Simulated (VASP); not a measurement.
# BaS (I4/mmm) in VASP: further runs, part 2 of 2

VASP 6.6.1.

## 4. Electric field gradients, LDA (equal xx and yy strain of +1 %)

INCAR reads:

```
PREC = Accurate ; ENCUT = 400
EDIFF = 1E-8 ; ISMEAR = -1
SIGMA = 0.01 ; LREAL = F
LASPH = T ; NELM = 120
ALGO = Normal ; ISIF = 2
LWAVE = F ; LCHARG = F
GGA = CA ; LEFG = T
NBANDS = 15 ; GGA_COMPAT = F
```

KPOINTS reads:

```
regular mesh
0
Gamma
  7 7 7
```

POSCAR reads:

```
BaS
1.0
    0.0000000000      3.2256875000      3.1937500000
    3.2256875000      0.0000000000      3.1937500000
    3.2256875000      3.2256875000      0.0000000000
Ba S
1 1
Direct
    0.0000000000      0.0000000000      0.0000000000
    0.5000000000      0.5000000000      0.5000000000
```

Potentials or basis: VASP PAW LDA potentials, release 64 (Ba_sv, S).

On the command line:

```
$ cat potpaw_LDA.64/Ba_sv/POTCAR potpaw_LDA.64/S/POTCAR > POTCAR
$ mpirun -np 1 vasp_std > vasp.out
```

OUTCAR:

```text
PREC = Accurate
   ENCUT = 400
   EDIFF = 1E-8
   ISMEAR = -1
   LREAL = F
   LASPH = T
   NELM = 120
   ISIF = 2
   GGA = CA

 ion  position               nearest neighbor table
   1  0.000  0.000  0.000-   2 3.19   2 3.19   2 3.23   2 3.23   2 3.23   2 3.23
   2  0.500  0.500  0.500-   1 3.19   1 3.19   1 3.23   1 3.23   1 3.23   1 3.23

  LATTYP: Found a body centered tetragonal cell.
 ALAT       =     4.5618110105
 C/A-ratio  =     1.4002114479

  Lattice vectors:

 A1 = (   0.0000000000,  -3.2256875000,  -3.1937500000)
 A2 = (   0.0000000000,   3.2256875000,  -3.1937500000)
 A3 = (   3.2256875000,   0.0000000000,   3.1937500000)

Analysis of symmetry for initial positions (statically):
=====================================================================
 Subroutine PRICEL returns:
 Original cell was already a primitive cell.

 Routine SETGRP: Setting up the symmetry group for a
 body centered tetragonal supercell.

 Subroutine GETGRP returns: Found 16 space group operations
 (whereof 16 operations were pure point group operations)
 out of a pool of 16 trial point group operations.

The static configuration has the point symmetry D_4h.

Analysis of symmetry for dynamics (positions and initial velocities):
=====================================================================
 Subroutine PRICEL returns:
 Original cell was already a primitive cell.

 Routine SETGRP: Setting up the symmetry group for a
 body centered tetragonal supercell.

 Subroutine GETGRP returns: Found 16 space group operations
[... 577 lines left out ...]
      4     -10.1128      2.00000
      5      -8.3290      2.00000
      6      -0.2744      2.00000
      7       0.2718      2.00000
      8       0.5076      2.00000
      9       5.0338      0.00000
     10       6.1574      0.00000
     11       7.3313      0.00000
     12       7.6023      0.00000
     13       8.7781      0.00000
     14       9.8454      0.00000
     15      10.0310      0.00000

 [... further k-points ...]

------------------------ aborting loop because EDIFF is reached ----------------------------------------

  FORCE on cell =-STRESS in cart. coord.  units (eV):
  Direction    XX          YY          ZZ          XY          YZ          ZX
  --------------------------------------------------------------------------------------
  -------------------------------------------------------------------------------------
  Total       -1.1889257     -1.1889257     -0.8855721      0.0000000      0.0000000      0.0000000
  in kB      -28.6608983    -28.6608983    -21.3480901      0.0000000      0.0000000      0.0000000
  external PRESSURE =     -26.2232956 kB  Pullay stress =       0.0000000 kB

 VOLUME and BASIS-vectors are now :
 -----------------------------------------------------------------------------
  energy-cutoff  :      400.00
  volume of cell :       66.46
      direct lattice vectors                 reciprocal lattice vectors
     0.000000000  3.225687500  3.193750000    -0.155005716  0.155005716  0.156555773
     3.225687500  0.000000000  3.193750000     0.155005716 -0.155005716  0.156555773
     3.225687500  3.225687500  0.000000000     0.155005716  0.155005716 -0.156555773

 POSITION                                       TOTAL-FORCE (eV/Angst)
 -----------------------------------------------------------------------------------
      0.00000      0.00000      0.00000        -0.000000      0.000000      0.000000
      3.22569      3.22569      3.19375         0.000000      0.000000     -0.000000
 -----------------------------------------------------------------------------------
    total drift:                               -0.000000      0.000000      0.000000

  FREE ENERGIE OF THE ION-ELECTRON SYSTEM (eV)
  ---------------------------------------------------
  free  energy   TOTEN  =       -11.1406274712 eV

  energy  without entropy=      -11.1406274712  energy(sigma->0) =      -11.14062747

 Electric field gradients (V/A^2)
---------------------------------------------------------------------
 ion       V_xx      V_yy      V_zz      V_xy      V_xz      V_yz
---------------------------------------------------------------------
   1       6.653     6.653   -13.307     0.000     0.000     0.000
   2       1.932     1.932    -3.865    -0.001    -0.001    -0.001
---------------------------------------------------------------------

 Electric field gradients after diagonalization (V/A^2)
 (convention: |V_zz| > |V_xx| > |V_yy|)
----------------------------------------------------------------------
 ion       V_xx      V_yy      V_zz     asymmetry (V_yy - V_xx)/ V_zz
----------------------------------------------------------------------
   1       6.653     6.653   -13.307       0.000
   2       1.933     1.932    -3.865       0.000
----------------------------------------------------------------------

           NMR quadrupolar parameters

 Cq : quadrupolar parameter    Cq=e*Q*V_zz/h
 eta: asymmetry parameters     (V_yy - V_xx)/ V_zz
 Q  : nuclear electric quadrupole moment in mb (millibarn)
----------------------------------------------------------------------
 ion       Cq(MHz)       eta       Q (mb)
----------------------------------------------------------------------
   1      -0.032       0.000       1.000
   2      -0.009       0.000       1.000
----------------------------------------------------------------------
```

stdout:

```text
POSCAR found type information on POSCAR BaS
 POSCAR found :  2 types and       2 ions
 scaLAPACK will be used
 LDA part: xc-table for (Slater(with rela. corr.)+CA(PZ))
 , standard interpolation
 POSCAR, INCAR and KPOINTS ok, starting setup
 FFT: planning ... GRIDC
 FFT: planning ... GRID_SOFT
 FFT: planning ... GRID
 WAVECAR not read
 entering main loop
ion   1

ion   2
```

Wall time 46 s (1 thread of Intel Xeon 8259CL, shared host); peak memory 0.16 GiB.

What came out:

```
Free energy                             : -11.1406 eV
Pressure                                : -2.6 GPa
Band gap on the k mesh                  : 1.97 eV (least direct gap 2.13 eV)
Largest electric field gradient by atom : Ba -13.3; S -3.9 V/Å²
```

Levels at points of the mesh, in eV from the valence-band top:
```csv
k point,band 6,band 7,band 8,band 9,band 10,band 11
"(0.00, 0.00, 0.00)",-0.03,-0.03,0.00,3.19,3.65,3.65
```

Electric field gradients, principal values (V/Å²):
| atom | least | middle | greatest (by size) |
| --- | --- | --- | --- |
| 1 Ba | 6.653 | 6.653 | -13.307 |
| 2 S | 1.932 | 1.933 | -3.865 |

Caveat: the cell differs from its parent crystal (equal xx and yy strain of +1 %); without QUAD_EFG the Cq values of the log hold for a quadrupole moment of 1 mb, not for the nuclei; spin-orbit coupling is left out, which moves the levels of the heavy elements; an odd mesh through Γ misses points on the zone boundary, where band edges can lie.

## 5. Electric field gradients, LDA (equal xx and yy strain of +1 %)

INCAR reads:

```
SYSTEM = BaS
ALGO = Normal
EDIFF = 1E-8
ENCUT = 400
GGA_COMPAT = .False.
ISIF = 2
ISMEAR = -1
LASPH = .True.
LCHARG = .False.
LEFG = .True.
LREAL = .False.
LWAVE = .False.
NBANDS = 15
NELM = 120
PREC = Accurate
SIGMA = 0.01
```

KPOINTS reads:

```
k-points
0
Gamma
  7 7 7
  0 0 0
```

POSCAR is that of step 4.

Potentials or basis: VASP PAW LDA potentials, release 64 (Ba_sv, S).

On the command line:

```
$ cat potpaw_LDA.64/Ba_sv/POTCAR potpaw_LDA.64/S/POTCAR > POTCAR
$ mpirun -np 1 vasp_std > vasp.out
```

OUTCAR:

```text
SYSTEM = BaS
   EDIFF = 1E-8
   ENCUT = 400
   ISIF = 2
   ISMEAR = -1
   LASPH = .True.
   LREAL = .False.
   NELM = 120
   PREC = Accurate

 ion  position               nearest neighbor table
   1  0.000  0.000  0.000-   2 3.19   2 3.19   2 3.23   2 3.23   2 3.23   2 3.23
   2  0.500  0.500  0.500-   1 3.19   1 3.19   1 3.23   1 3.23   1 3.23   1 3.23

  LATTYP: Found a body centered tetragonal cell.
 ALAT       =     4.5618110105
 C/A-ratio  =     1.4002114479

  Lattice vectors:

 A1 = (   0.0000000000,  -3.2256875000,  -3.1937500000)
 A2 = (   0.0000000000,   3.2256875000,  -3.1937500000)
 A3 = (   3.2256875000,   0.0000000000,   3.1937500000)

Analysis of symmetry for initial positions (statically):
=====================================================================
 Subroutine PRICEL returns:
 Original cell was already a primitive cell.

 Routine SETGRP: Setting up the symmetry group for a
 body centered tetragonal supercell.

[... 621 lines left out ...]
      direct lattice vectors                 reciprocal lattice vectors
     0.000000000  3.225687500  3.193750000    -0.155005716  0.155005716  0.156555773
     3.225687500  0.000000000  3.193750000     0.155005716 -0.155005716  0.156555773
     3.225687500  3.225687500  0.000000000     0.155005716  0.155005716 -0.156555773

 POSITION                                       TOTAL-FORCE (eV/Angst)
 -----------------------------------------------------------------------------------
      0.00000      0.00000      0.00000        -0.000000      0.000000      0.000000
      3.22569      3.22569      3.19375         0.000000      0.000000     -0.000000
 -----------------------------------------------------------------------------------
    total drift:                               -0.000000      0.000000      0.000000

  FREE ENERGIE OF THE ION-ELECTRON SYSTEM (eV)
  ---------------------------------------------------
  free  energy   TOTEN  =       -11.1406274712 eV

  energy  without entropy=      -11.1406274712  energy(sigma->0) =      -11.14062747

 Electric field gradients (V/A^2)
---------------------------------------------------------------------
 ion       V_xx      V_yy      V_zz      V_xy      V_xz      V_yz
---------------------------------------------------------------------
   1       6.653     6.653   -13.307     0.000     0.000     0.000
   2       1.932     1.932    -3.865    -0.001    -0.001    -0.001
---------------------------------------------------------------------

 Electric field gradients after diagonalization (V/A^2)
 (convention: |V_zz| > |V_xx| > |V_yy|)
----------------------------------------------------------------------
 ion       V_xx      V_yy      V_zz     asymmetry (V_yy - V_xx)/ V_zz
----------------------------------------------------------------------
   1       6.653     6.653   -13.307       0.000
   2       1.933     1.932    -3.865       0.000
----------------------------------------------------------------------

           NMR quadrupolar parameters

 Cq : quadrupolar parameter    Cq=e*Q*V_zz/h
 eta: asymmetry parameters     (V_yy - V_xx)/ V_zz
 Q  : nuclear electric quadrupole moment in mb (millibarn)
----------------------------------------------------------------------
 ion       Cq(MHz)       eta       Q (mb)
----------------------------------------------------------------------
   1      -0.032       0.000       1.000
   2      -0.009       0.000       1.000
----------------------------------------------------------------------
```

OSZICAR:

```text
N       E                     dE             d eps       ncg     rms          rms(c)
DAV:   1     0.669370349281E+02    0.66937E+02   -0.57910E+03  1200   0.749E+02
DAV:   2    -0.791664130337E+01   -0.74854E+02   -0.68208E+02  1666   0.153E+02
DAV:   3    -0.115944347080E+02   -0.36778E+01   -0.36542E+01  1634   0.351E+01
DAV:   4    -0.116728090592E+02   -0.78374E-01   -0.78358E-01  1599   0.521E+00
DAV:   5    -0.116745738666E+02   -0.17648E-02   -0.17648E-02  1743   0.614E-01    0.471E+00
DAV:   6    -0.111673706169E+02    0.50720E+00   -0.67645E-01  1382   0.489E+00    0.325E+00
DAV:   7    -0.111457362780E+02    0.21634E-01   -0.13490E-01  1502   0.200E+00    0.192E+00
DAV:   8    -0.111415135942E+02    0.42227E-02   -0.21332E-02  1333   0.811E-01    0.269E-01
DAV:   9    -0.111404641481E+02    0.10494E-02   -0.25325E-03  1515   0.290E-01    0.152E-01
DAV:  10    -0.111406358760E+02   -0.17173E-03   -0.22370E-04  1375   0.996E-02    0.332E-02
DAV:  11    -0.111406267175E+02    0.91585E-05   -0.40978E-05  1648   0.353E-02    0.137E-02
DAV:  12    -0.111406274489E+02   -0.73140E-06   -0.36171E-06  1347   0.103E-02    0.605E-03
DAV:  13    -0.111406274800E+02   -0.31141E-07   -0.25578E-07  1599   0.289E-03    0.880E-04
DAV:  14    -0.111406274712E+02    0.87584E-08   -0.38321E-08  1424   0.117E-03
   1 F= -.11140627E+02 E0= -.11140627E+02  d E =-.301344E-15
```

stdout:

```text
POSCAR found type information on POSCAR BaS
 POSCAR found :  2 types and       2 ions
 scaLAPACK will be used
 LDA part: xc-table for (Slater(with rela. corr.)+CA(PZ))
 , standard interpolation
 POSCAR, INCAR and KPOINTS ok, starting setup
 FFT: planning ... GRIDC
 FFT: planning ... GRID_SOFT
 FFT: planning ... GRID
 WAVECAR not read
 entering main loop
ion   1

ion   2
```

Wall time 35 s (1 thread of Intel Xeon 8259CL, shared host); peak memory 0.16 GiB.

What came out:

```
Free energy                             : -11.1406 eV
Pressure                                : -2.6 GPa
Band gap on the k mesh                  : 1.97 eV (least direct gap 2.13 eV)
Largest electric field gradient by atom : Ba -13.3; S -3.9 V/Å²
```

Electric field gradients, principal values (V/Å²):
| atom | least | middle | greatest (by size) |
| --- | --- | --- | --- |
| 1 Ba | 6.653 | 6.653 | -13.307 |
| 2 S | 1.932 | 1.933 | -3.865 |

Caveat: the cell differs from its parent crystal (equal xx and yy strain of +1 %); without QUAD_EFG the Cq values of the log hold for a quadrupole moment of 1 mb, not for the nuclei; spin-orbit coupling is left out, which moves the levels of the heavy elements; an odd mesh through Γ misses points on the zone boundary, where band edges can lie.

## 6. Electric field gradients, LDA (equal xx and yy strain of +2 %)

INCAR reads:

```
PREC = Accurate ; ENCUT = 400
EDIFF = 1E-8 ; ISMEAR = -1
SIGMA = 0.01 ; LREAL = F
LASPH = T ; NELM = 120
ALGO = Normal ; ISIF = 2
LWAVE = F ; LCHARG = F
GGA = CA ; LEFG = T
NBANDS = 15 ; GGA_COMPAT = F
```

KPOINTS reads:

```
regular mesh
0
Gamma
  7 7 7
```

POSCAR reads:

```
BaS
1.0
    0.0000000000      3.2576250000      3.1937500000
    3.2576250000      0.0000000000      3.1937500000
    3.2576250000      3.2576250000      0.0000000000
Ba S
1 1
Direct
    0.0000000000      0.0000000000      0.0000000000
    0.5000000000      0.5000000000      0.5000000000
```

Potentials or basis: VASP PAW LDA potentials, release 64 (Ba_sv, S).

On the command line:

```
$ cat potpaw_LDA.64/Ba_sv/POTCAR potpaw_LDA.64/S/POTCAR > POTCAR
$ mpirun -np 1 vasp_std > vasp.out
```

OUTCAR:

```text
PREC = Accurate
   ENCUT = 400
   EDIFF = 1E-8
   ISMEAR = -1
   LREAL = F
   LASPH = T
   NELM = 120
   ISIF = 2
   GGA = CA

 ion  position               nearest neighbor table
   1  0.000  0.000  0.000-   2 3.19   2 3.19   2 3.26   2 3.26   2 3.26   2 3.26
   2  0.500  0.500  0.500-   1 3.19   1 3.19   1 3.26   1 3.26   1 3.26   1 3.26

  LATTYP: Found a body centered tetragonal cell.
 ALAT       =     4.6069774561
 C/A-ratio  =     1.3864838847

  Lattice vectors:
[... 645 lines left out ...]

  FREE ENERGIE OF THE ION-ELECTRON SYSTEM (eV)
  ---------------------------------------------------
  free  energy   TOTEN  =       -11.1134191975 eV

  energy  without entropy=      -11.1134191975  energy(sigma->0) =      -11.11341920

 Electric field gradients (V/A^2)
---------------------------------------------------------------------
 ion       V_xx      V_yy      V_zz      V_xy      V_xz      V_yz
---------------------------------------------------------------------
   1      12.938    12.938   -25.877     0.000     0.000     0.000
   2       3.761     3.761    -7.521    -0.001    -0.001    -0.001
---------------------------------------------------------------------

 Electric field gradients after diagonalization (V/A^2)
 (convention: |V_zz| > |V_xx| > |V_yy|)
----------------------------------------------------------------------
 ion       V_xx      V_yy      V_zz     asymmetry (V_yy - V_xx)/ V_zz
----------------------------------------------------------------------
   1      12.938    12.938   -25.877       0.000
   2       3.761     3.760    -7.521       0.000
----------------------------------------------------------------------

           NMR quadrupolar parameters

 Cq : quadrupolar parameter    Cq=e*Q*V_zz/h
 eta: asymmetry parameters     (V_yy - V_xx)/ V_zz
 Q  : nuclear electric quadrupole moment in mb (millibarn)
----------------------------------------------------------------------
 ion       Cq(MHz)       eta       Q (mb)
----------------------------------------------------------------------
   1      -0.063       0.000       1.000
   2      -0.018       0.000       1.000
----------------------------------------------------------------------
```

OSZICAR:

```text
N       E                     dE             d eps       ncg     rms          rms(c)
DAV:   1     0.718673965730E+02    0.71867E+02   -0.58363E+03  1200   0.748E+02
DAV:   2    -0.741870375880E+01   -0.79286E+02   -0.71232E+02  1615   0.153E+02
DAV:   3    -0.115658871544E+02   -0.41472E+01   -0.41173E+01  1646   0.373E+01
DAV:   4    -0.116532283692E+02   -0.87341E-01   -0.87329E-01  1542   0.554E+00
DAV:   5    -0.116556415944E+02   -0.24132E-02   -0.24132E-02  1762   0.707E-01    0.461E+00
DAV:   6    -0.111398429960E+02    0.51580E+00   -0.69374E-01  1389   0.494E+00    0.317E+00
DAV:   7    -0.111185669634E+02    0.21276E-01   -0.13673E-01  1523   0.201E+00    0.189E+00
DAV:   8    -0.111143642868E+02    0.42027E-02   -0.22353E-02  1333   0.822E-01    0.287E-01
DAV:   9    -0.111132457182E+02    0.11186E-02   -0.26468E-03  1508   0.292E-01    0.161E-01
DAV:  10    -0.111134264318E+02   -0.18071E-03   -0.23360E-04  1375   0.998E-02    0.336E-02
DAV:  11    -0.111134183693E+02    0.80625E-05   -0.40508E-05  1634   0.344E-02    0.143E-02
DAV:  12    -0.111134191851E+02   -0.81583E-06   -0.36867E-06  1354   0.102E-02    0.555E-03
DAV:  13    -0.111134192024E+02   -0.17324E-07   -0.23896E-07  1585   0.279E-03    0.888E-04
DAV:  14    -0.111134191975E+02    0.49109E-08   -0.30780E-08  1487   0.104E-03
   1 F= -.11113419E+02 E0= -.11113419E+02  d E =-.224702E-11
```

stdout:

```text
POSCAR found type information on POSCAR BaS
 POSCAR found :  2 types and       2 ions
 scaLAPACK will be used
 LDA part: xc-table for (Slater(with rela. corr.)+CA(PZ))
 , standard interpolation
 POSCAR, INCAR and KPOINTS ok, starting setup
 FFT: planning ... GRIDC
 FFT: planning ... GRID_SOFT
 FFT: planning ... GRID
 WAVECAR not read
 entering main loop
ion   1

ion   2
```

Run time: 39 s. Hardware: 1 thread of Intel Xeon 8259CL, shared host; peak memory 0.16 GiB.

What came out:

```yaml
Free_energy: -11.1134 eV
Pressure: -3.3 GPa
Band_gap_on_the_k_mesh: 1.98 eV (least direct gap 2.15 eV)
Largest_electric_field_gradient_by_atom: Ba -25.9; S -7.5 V/Å²
```

Levels at points of the mesh, in eV from the valence-band top:
| k point | band 4 | band 5 | band 6 | band 7 | band 8 | band 9 | band 10 | band 11 | band 12 | band 13 |
| --- | --- | --- | --- | --- | --- | --- | --- | --- | --- | --- |
| (0.00, 0.00, 0.00) | -11.24 | -10.30 | -0.06 | -0.06 | 0.00 | 3.07 | 3.61 | 3.61 | 3.74 | 4.54 |

Electric field gradients, principal values (V/Å²):
```tsv
atom	least	middle	greatest (by size)
1 Ba	12.938	12.938	-25.877
2 S	3.760	3.761	-7.521
```

Caveat: the cell differs from its parent crystal (equal xx and yy strain of +2 %); the cell stands under tension; without QUAD_EFG the Cq values of the log hold for a quadrupole moment of 1 mb, not for the nuclei; spin-orbit coupling is left out, which moves the levels of the heavy elements; an odd mesh through Γ misses points on the zone boundary, where band edges can lie.

## 7. The runs side by side

```tsv
cell	gap on the mesh (eV)	pressure (GPa)
a = 4.472, b = 4.472, c = 4.426 Å, angles 60.3, 60.3, 59.3°, 2 atoms	1.86	0.1
a = 4.539, b = 4.539, c = 4.562 Å, angles 59.8, 59.8, 60.3°, 2 atoms	1.97	-2.6
a = 4.562, b = 4.562, c = 4.607 Å, angles 59.7, 59.7, 60.7°, 2 atoms	1.98	-3.3
```

Alike in all rows: task electric field gradients; level LDA; potentials or basis VASP PAW LDA potentials, release 64 (Ba_sv, S); no spin polarisation; k mesh 7 × 7 × 7; cutoff (eV) 400; smearing fermi-dirac 0.01 eV.

Caveats: spin-orbit coupling is left out, which moves the levels of the heavy elements; an odd mesh through Γ misses points on the zone boundary, where band edges can lie; the cell stands under tension (at least some runs).

Total energies depend on the potentials used, so only differences within one code and one set of settings carry meaning.
